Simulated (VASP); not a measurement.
# Si (a cell with a defect) in VASP: further runs

The runs below take Si (a cell with a defect) through single point, with LDA.

Program: VASP 6.6.1. These are calculated values, not measurements. Logs are shortened: lines on timing, memory, paths and dates and some standing lists are left out, and cuts for length are marked.

## (1) The cell of the first run

The cell holds a defect, 17 atoms: a = 7.679 Å, b = 7.679 Å, c = 7.679 Å, α = 60.00°, β = 60.00°, γ = 60.00°.

## (2) Single point, LDA

The input, INCAR:

```
SYSTEM = Si
  ALGO = Normal
  EDIFF = 1E-6
  ENCUT = 520
  GGA = CA
  ISIF = 2
  ISMEAR = 0
  LASPH = .TRUE.
  LCHARG = .FALSE.
  LREAL = Auto
  LWAVE = .FALSE.
  NBANDS = 48
  NELM = 80
  PREC = Accurate
  SIGMA = 0.05
```

The input, KPOINTS:

```
k-points
0
G
  2 2 2
  0 0 0
```

The input, POSCAR:

```
Si
1.0
    0.0000000000      5.4300000000      5.4300000000
    5.4300000000      0.0000000000      5.4300000000
    5.4300000000      5.4300000000      0.0000000000
Si
17
Direct
    0.0162174033      0.0161041436     -0.0485308471
    0.1152781768      0.1151533149      0.1202899632
   -0.0014790055     -0.0015953959      0.4921556169
    0.1417237569      0.1416068140      0.5749556169
   -0.0222471455      0.5088786372      0.0043848987
    0.1152782689      0.6491732965      0.1202900552
   -0.0014787293      0.5108116943      0.4921557090
    0.1151174954      0.6260644567      0.6326469613
    0.5089962247     -0.0223741252      0.0043796501
    0.6492835175      0.1151636280      0.1202842541
    0.5109298343     -0.0015930018      0.4921499079
    0.6261810313      0.1150027624      0.6326430939
    0.5089962247      0.5088932781      0.0043794659
    0.6099127072      0.6097918969      0.1703983425
    0.4846547882      0.4845402394      0.5461584715
    0.6261813076      0.6260667587      0.6326430018
    0.3112369245      0.3111210866      1.0664157459
```

Potentials or basis: VASP PAW LDA potentials, release 64 (Si).

Run with:

```
> cat potpaw_LDA.64/Si/POTCAR > POTCAR
> mpirun -np 1 vasp_std > vasp.out
```

OUTCAR:

```text
SYSTEM = Si
   EDIFF = 1E-6
   ENCUT = 520
   GGA = CA
   ISIF = 2
   ISMEAR = 0
   LASPH = .TRUE.
   LREAL = Auto
   NELM = 80
   PREC = Accurate

 ion  position               nearest neighbor table
   1  0.016  0.016  0.951-   2 2.32   6 2.32  10 2.32   4 2.36
   2  0.115  0.115  0.120-   1 2.32   3 2.33  17 2.39   9 2.47   5 2.47
   3  0.999  0.998  0.492-   4 2.33   2 2.33  12 2.34   8 2.34
   4  0.142  0.142  0.575-   7 2.33   3 2.33  11 2.33   1 2.36
   5  0.978  0.509  0.004-  14 2.32   8 2.33  17 2.39   6 2.47   2 2.47
   6  0.115  0.649  0.120-   1 2.32   7 2.33  17 2.39  13 2.47   5 2.47
   7  0.999  0.511  0.492-   4 2.33   6 2.33  16 2.34   8 2.34
   8  0.115  0.626  0.633-  15 2.33   5 2.33   3 2.34   7 2.34
   9  0.509  0.978  0.004-  14 2.32  12 2.33  17 2.39   2 2.47  10 2.47
  10  0.649  0.115  0.120-   1 2.32  11 2.33  17 2.39  13 2.47   9 2.47
  11  0.511  0.998  0.492-   4 2.33  10 2.33  12 2.34  16 2.34
  12  0.626  0.115  0.633-  15 2.33   9 2.33   3 2.34  11 2.34
  13  0.509  0.509  0.004-  14 2.32  16 2.33  17 2.39   6 2.47  10 2.47
  14  0.610  0.610  0.170-   9 2.32  13 2.32   5 2.32  15 2.36
  15  0.485  0.485  0.546-   8 2.33  12 2.33  16 2.33  14 2.36
  16  0.626  0.626  0.633-  15 2.33  13 2.33   7 2.34  11 2.34
  17  0.311  0.311  0.066-   5 2.39   9 2.39  13 2.39  10 2.39   6 2.39   2 2.39

  LATTYP: Found a face centered cubic cell.
 ALAT       =    10.8600000000

  Lattice vectors:

 A1 = (   0.0000000000,   5.4300000000,   5.4300000000)
 A2 = (   5.4300000000,   0.0000000000,   5.4300000000)
 A3 = (   5.4300000000,   5.4300000000,   0.0000000000)

Analysis of symmetry for initial positions (statically):
=====================================================================
 Subroutine PRICEL returns:
 Original cell was already a primitive cell.

 Routine SETGRP: Setting up the symmetry group for a
 face centered cubic supercell.

 Subroutine GETGRP returns: Found  2 space group operations
 (whereof  1 operations were pure point group operations)
 out of a pool of 48 trial point group operations.

The static configuration has the point symmetry C_1 .
 The point group associated with its full space group is C_1h.

Analysis of symmetry for dynamics (positions and initial velocities):
=====================================================================
 Subroutine PRICEL returns:
 Original cell was already a primitive cell.

 Routine SETGRP: Setting up the symmetry group for a
 face centered cubic supercell.

 Subroutine GETGRP returns: Found  2 space group operations
 (whereof  1 operations were pure point group operations)
 out of a pool of 48 trial point group operations.

The dynamic configuration has the point symmetry C_1 .
 The point group associated with its full space group is C_1h.

 Subroutine INISYM returns: Found  2 space group operations
 (whereof  1 operations are pure point group operations),
 and found     1 'primitive' translations

----------------------------------------------------------------------------------------

                                     Primitive cell

  volume of cell :     320.2060

  direct lattice vectors                    reciprocal lattice vectors
     0.000000000  5.430000000  5.430000000    -0.092081031  0.092081031  0.092081031
     5.430000000  0.000000000  5.430000000     0.092081031 -0.092081031  0.092081031
     5.430000000  5.430000000  0.000000000     0.092081031  0.092081031 -0.092081031

  length of vectors
     7.679179644  7.679179644  7.679179644     0.159489025  0.159489025  0.159489025

  position of ions in fractional coordinates (direct lattice)
     0.016217403  0.016104144  0.951469153
     0.115278177  0.115153315  0.120289963
     0.998520994  0.998404604  0.492155617
     0.141723757  0.141606814  0.574955617
     0.977752854  0.508878637  0.004384899
     0.115278269  0.649173297  0.120290055
[... 9 lines left out ...]
     0.626181308  0.626066759  0.632643002
     0.311236925  0.311121087  0.066415746

  ion indices of the primitive-cell ions
   primitive index   ion index
                 1           1
                 2           2
                 3           3
                 4           4
                 5           5
                 6           6
[... 9 lines left out ...]
                16          16
                17          17

----------------------------------------------------------------------------------------

 KPOINTS: k-points

Automatic generation of k-mesh.
 Grid dimensions read from file:
 generate k-points for:    2    2    2

 Generating k-lattice:

  Cartesian coordinates                     Fractional coordinates (reciprocal lattice)
    -0.046040516  0.046040516  0.046040516     0.500000000  0.000000000  0.000000000
     0.046040516 -0.046040516  0.046040516     0.000000000  0.500000000  0.000000000
     0.046040516  0.046040516 -0.046040516     0.000000000  0.000000000  0.500000000

  Length of vectors
     0.079744512  0.079744512  0.079744512

  Shift w.r.t. Gamma in fractional coordinates (k-lattice)
     0.000000000  0.000000000  0.000000000

 Subroutine IBZKPT returns following result:
 ===========================================

 Found      6 irreducible k-points:

 Following reciprocal coordinates:
            Coordinates               Weight
  0.000000  0.000000  0.000000      1.000000
  0.500000  0.000000  0.000000      1.000000
  0.000000  0.500000  0.000000      2.000000
  0.000000  0.000000  0.500000      1.000000
  0.500000  0.500000  0.000000      2.000000
  0.500000  0.000000  0.500000      1.000000
   k-points           NKPTS =      6   k-points in BZ     NKDIM =      6   number of bands    NBANDS=     48
   number of dos      NEDOS =    301   number of ions     NIONS =     17
   total plane-waves  NPLWV = 216000
   dimension x,y,z NGX =    60 NGY =   60 NGZ =   60
   dimension x,y,z NGXF=   120 NGYF=  120 NGZF=  120
   ions per type =              17
   NGX,Y,Z   is equivalent  to a cutoff of  12.99, 12.99, 12.99 a.u.
   NGXF,Y,Z  is equivalent  to a cutoff of  25.98, 25.98, 25.98 a.u.
 SYSTEM =  Si
   PREC   = accura    normal or accurate (medium, high low for compatibility)
   ISTART =      0    job   : 0-new  1-cont  2-samecut
   ICHARG =      2    charge: 1-file 2-atom 10-const
   ISPIN  =      1    spin polarized calculation?
   LNONCOLLINEAR =      F non collinear calculations
   LSORBIT =      F    spin-orbit coupling
   LASPH  =      T    aspherical Exc in radial PAW
   ENCUT  =  520.0 eV  38.22 Ry    6.18 a.u.  14.28 14.28 14.28*2*pi/ulx,y,z
   NELM   =     80;   NELMIN=  2; NELMDL= -5     # of ELM steps
   EDIFF  = 0.1E-05   stopping-criterion for ELM
   LREAL  =      T    real-space projection
   EDIFFG = 0.1E-04   stopping-criterion for IOM
   NSW    =      0    number of steps for IOM
   IBRION =     -1    ionic relax: 0-MD 1-quasi-New 2-CG
   NFREE  =      0    steps in history (QN), initial steepest desc. (CG)
   ISIF   =      2    stress and relaxation
   ISYM   =      2    0-nonsym 1-usesym 2-fastsym
   POTIM  = 0.5000    time-step for ionic-motion
   TEBEG  =    0.0;   TEEND  =   0.0 temperature during run
   PSTRESS=    0.0 pullay stress
   NELECT =      68.0000    total number of electrons
   NUPDOWN=      -1.0000    fix difference up-down
   EMIN   =  10.00;   EMAX   =-10.00  energy-range for DOS
   EFERMI =   0.00;   METHOD = LEGACY
   ISMEAR =     0;   SIGMA  =   0.05  broadening in eV -4-tet -1-fermi 0-gaus
   EFERMI_NEDOS =   21; number of points for ismear=-14 and -15
   IALGO  =     38    algorithm
   IMIX   =      4    mixing-type and parameters
     AMIX     =   0.40;   BMIX     =  1.00
     AMIX_MAG =   1.60;   BMIX_MAG =  1.00
  volume/ion in A,a.u.               =      18.84       127.11
  Fermi-wavevector in a.u.,A,eV,Ry     =   0.976715  1.845724 12.979587  0.953973
  Thomas-Fermi vector in A             =   2.107356
   LORBIT       =      0    0 simple, 1 ext, 2 COOP (PROOUT), +10 PAW based schemes
   GGA     = CA    functional components
   LHFCALC =     F    Hartree Fock is set to
   AEXX    =    0.0000 exact exchange contribution
   IVDW    =     0    specifies the selected vdW correction
   LEPSILON=     F    determine dielectric tensor
   LRPA    =     F    only Hartree local field effects (RPA)
 non-spin polarized calculation
 Gauss-broadening in eV      SIGMA  =   0.05
  energy-cutoff  :      520.00
  volume of cell :      320.21
 maximum number of plane-waves:      8646
 NGX is ok and might be reduce to    60
   NGX = 29   NGY = 29   NGZ = 29

 number of electron      68.0000001 magnetization

 Free energy of the ion-electron system (eV)
  ---------------------------------------------------
  ext. energy  EPLUGINS =         0.00000000
  ---------------------------------------------------
  free energy    TOTEN  =       -97.24492036 eV

  energy without entropy =      -97.23584576  energy(sigma->0) =      -97.24038306

 E-fermi :   6.6277     XC(G=0):  -9.8610

 val. band max:        6.3841580246   @ k =   0.5000   0.0000   0.5000
 cond. band min:       6.6348403444   @ k =   0.0000   0.0000   0.0000
 fundamental gap:      0.2506823197
 Fermi energy:         6.6276977537

 k-point     1 :       0.0000    0.0000    0.0000
  band No.  band energies     occupation
      1      -6.2707      2.00000
      2      -3.9664      2.00000
      3      -3.6792      2.00000
      4      -3.6792      2.00000
      5      -3.4430      2.00000
      6      -2.5871      2.00000
[... 38 lines left out ...]
     45       8.6838      0.00000
     46       8.7205      0.00000

 k-point     2 :       0.5000    0.0000    0.0000
  band No.  band energies     occupation
      1      -5.8000      2.00000
      2      -5.0478      2.00000
      3      -3.6904      2.00000
      4      -3.4877      2.00000
      5      -3.2322      2.00000
      6      -3.0737      2.00000
[... 38 lines left out ...]
     45       9.4119      0.00000
     46      10.0230      0.00000

 k-point     3 :       0.0000    0.5000    0.0000
  band No.  band energies     occupation
      1      -5.8000      2.00000
      2      -5.0478      2.00000
      3      -3.6904      2.00000
      4      -3.4876      2.00000
      5      -3.2322      2.00000
      6      -3.0737      2.00000
[... 38 lines left out ...]
     45       9.4119      0.00000
     46      10.0231      0.00000

 k-point     4 :       0.0000    0.0000    0.5000
  band No.  band energies     occupation
      1      -5.8763      2.00000
      2      -4.9269      2.00000
      3      -3.4580      2.00000
      4      -3.4579      2.00000
      5      -3.4214      2.00000
      6      -3.0542      2.00000
[... 38 lines left out ...]
     45       9.7185      0.00000
     46      10.1598      0.00000

 k-point     5 :       0.5000    0.5000    0.0000
  band No.  band energies     occupation
      1      -5.6717      2.00000
      2      -4.7587      2.00000
      3      -4.1112      2.00000
      4      -3.9294      2.00000
      5      -3.8463      2.00000
      6      -3.6834      2.00000
[... 38 lines left out ...]
     45      10.2846      0.00000
     46      10.3537      0.00000

 k-point     6 :       0.5000    0.0000    0.5000
  band No.  band energies     occupation
      1      -5.6717      2.00000
      2      -4.7586      2.00000
      3      -4.1112      2.00000
      4      -3.9294      2.00000
      5      -3.8462      2.00000
      6      -3.6835      2.00000
[... 38 lines left out ...]
     45      10.2846      0.00000
     46      10.3537      0.00000
 [bands above 46 left out]

------------------------ aborting loop because EDIFF is reached ----------------------------------------

  FORCE on cell =-STRESS in cart. coord.  units (eV):
  Direction    XX          YY          ZZ          XY          YZ          ZX
  --------------------------------------------------------------------------------------
  -------------------------------------------------------------------------------------
  Total        2.7551334      2.7561725      2.7551334     -0.8910510      0.8910510      0.8916430
  in kB       13.7855382     13.7907374     13.7855382     -4.4584476      4.4584477      4.4614095
  external PRESSURE =      13.7872713 kB  Pullay stress =       0.0000000 kB

 VOLUME and BASIS-vectors are now :
 -----------------------------------------------------------------------------
  energy-cutoff  :      520.00
  volume of cell :      320.21
      direct lattice vectors                 reciprocal lattice vectors
     0.000000000  5.430000000  5.430000000    -0.092081031  0.092081031  0.092081031
     5.430000000  0.000000000  5.430000000     0.092081031 -0.092081031  0.092081031
     5.430000000  5.430000000  0.000000000     0.092081031  0.092081031 -0.092081031

 POSITION                                       TOTAL-FORCE (eV/Angst)
 -----------------------------------------------------------------------------------
      5.25392      5.25454      0.17551        -0.004401     -0.004276      0.004401
      1.27846      1.27914      1.25124         0.002176      0.002236      0.008791
      8.09374      8.09437     10.84331        -0.000817     -0.001023     -0.000939
      3.89093      3.89157      1.53848         0.001190      0.001019     -0.001190
      2.78702      5.33301      8.07241         0.004482      0.000595     -0.004482
      4.17819      1.27914      4.15097        -0.008791      0.002236     -0.002176
[... 9 lines left out ...]
      6.83479      6.83542      6.79971         0.000219      0.000578     -0.001159
      2.05003      2.05065      3.37940         0.002489      0.002502     -0.002489
 -----------------------------------------------------------------------------------
    total drift:                               -0.003698     -0.006260      0.006722

  FREE ENERGIE OF THE ION-ELECTRON SYSTEM (eV)
  ---------------------------------------------------
  free  energy   TOTEN  =       -97.2449203554 eV

  energy  without entropy=      -97.2358457614  energy(sigma->0) =      -97.24038306
```

Wall time 76 s (1 thread of Intel Xeon 6975P-C (Granite Rapids), shared host); peak memory 0.36 GiB.

Results:

* Free energy: -97.2449 eV
* Pressure: 1.4 GPa
* Largest force: 0.009 eV/Å
* Band gap on the k mesh: zero (bands 34 and 35 overlap by 0.03 eV)

Forces in eV/Å, atoms in the order of the input:
```
Si  -0.004 -0.004  0.004
Si   0.002  0.002  0.009
Si  -0.001 -0.001 -0.001
Si   0.001  0.001 -0.001
Si   0.004  0.001 -0.004
Si  -0.009  0.002 -0.002
Si   0.001 -0.001  0.001
Si   0.000  0.001  0.000
Si   0.001  0.004 -0.004
Si   0.002 -0.009 -0.002
Si  -0.001  0.001  0.001
Si   0.001  0.001  0.000
Si   0.004  0.004 -0.001
Si  -0.005 -0.005  0.005
Si   0.000  0.000  0.000
Si   0.000  0.001 -0.001
Si   0.002  0.003 -0.002
```

Caveat: the k points lie up to 0.50 Å⁻¹ apart.

## (3) Single point, LDA

The input, INCAR:

```
SYSTEM = Si
  PREC = Accurate
  ENCUT = 520
  EDIFF = 1E-6
  ISMEAR = 0
  SIGMA = 0.05
  LREAL = Auto
  LASPH = .True.
  NELM = 100
  ALGO = Normal
  ISIF = 2
  LWAVE = .False.
  LCHARG = .False.
  NBANDS = 48
```

The input, KPOINTS:

```
Automatic mesh
0
Gamma
  2 2 2
  0 0 0
```

The input, POSCAR:

```
Si
1.0
    0.0000000000      5.4300000000      5.4300000000
    5.4300000000      0.0000000000      5.4300000000
    5.4300000000      5.4300000000      0.0000000000
Si
17
Direct
    0.0149387661      0.0148811234     -0.0448142726
    0.1161953959      0.1159244936      0.1204990792
   -0.0010063536     -0.0011516575      0.4923936464
    0.1401257827      0.1400000000      0.5797611418
   -0.0224509208      0.5091813076      0.0039737569
    0.1161975138      0.6472687845      0.1205043278
   -0.0010022099      0.5096502762      0.4923977901
    0.1152732965      0.6262871087      0.6320460405
    0.5093119705     -0.0226519337      0.0038729282
    0.6473010129      0.1161024862      0.1203906998
    0.5097883057     -0.0010872007      0.4922838858
    0.6264320442      0.1151703499      0.6319436464
    0.5093220994      0.5093622468      0.0038674033
    0.6100921731      0.6099155617      0.1699757827
    0.4848515654      0.4847381215      0.5455710866
    0.6264370166      0.6263521179      0.6319386740
    0.3129750460      0.3128662063      1.0611945672
```

Potentials or basis: VASP PAW LDA potentials, release 64 (Si).

Run with:

```
> cat potpaw_LDA.64/Si/POTCAR > POTCAR
> mpirun -np 1 vasp_std > vasp.out
```

Wall time 1.9 min (1 thread of Intel Xeon 6975P-C (Granite Rapids), shared host); peak memory 0.37 GiB.

The run converged. Its results:

```
Free energy            : -97.2441 eV
Pressure               : 1.5 GPa
Largest force          : 0.042 eV/Å
Band gap on the k mesh : zero (bands 34 and 35 overlap by 0.05 eV)
```

Forces on the atoms (eV/Å):
```
Si  -0.003 -0.003  0.003
Si  -0.006 -0.007 -0.041
Si   0.004  0.003 -0.001
Si  -0.010 -0.011  0.011
Si   0.005 -0.040 -0.005
Si   0.040 -0.007  0.005
Si   0.001  0.004 -0.004
Si  -0.003 -0.001  0.004
Si  -0.040  0.006 -0.005
Si  -0.007  0.041  0.006
Si   0.004  0.002 -0.004
Si   0.001 -0.003  0.003
Si   0.005  0.006  0.039
Si   0.002  0.003 -0.003
Si   0.011  0.010 -0.011
Si  -0.003 -0.003  0.000
Si  -0.002 -0.001  0.001
```

Stress tensor (GPa, compression positive):
```
 1.47 -0.48  0.48
-0.48  1.47  0.48
 0.48  0.48  1.47
```

Levels at points of the mesh, in eV from the Fermi level:
| k point | band 32 | band 33 | band 34 | band 35 | band 36 | band 37 |
| --- | --- | --- | --- | --- | --- | --- |
| (0.00, 0.00, 0.00) | -0.62 | -0.62 | -0.44 | 0.00 | 0.00 | 0.24 |
| (0.50, 0.00, 0.00) | -1.29 | -0.83 | -0.30 | 0.29 | 0.64 | 0.95 |
| (0.00, 0.50, 0.00) | -1.29 | -0.83 | -0.30 | 0.29 | 0.64 | 0.95 |
| (0.00, 0.00, 0.50) | -1.19 | -1.19 | 0.05 | 0.49 | 0.49 | 1.17 |
| (0.50, 0.50, 0.50) | -1.29 | -0.83 | -0.30 | 0.29 | 0.64 | 0.95 |
| (0.50, 0.50, 0.00) | -1.66 | -0.37 | -0.26 | 0.58 | 1.39 | 1.51 |
| (0.00, 0.50, 0.50) | -1.66 | -0.37 | -0.26 | 0.58 | 1.39 | 1.51 |
| (0.50, 0.00, 0.50) | -1.66 | -0.38 | -0.26 | 0.58 | 1.39 | 1.51 |

Caveat: the k points lie up to 0.50 Å⁻¹ apart.

The gap in the log of VASP goes by the Fermi energy; the results here count the filled bands.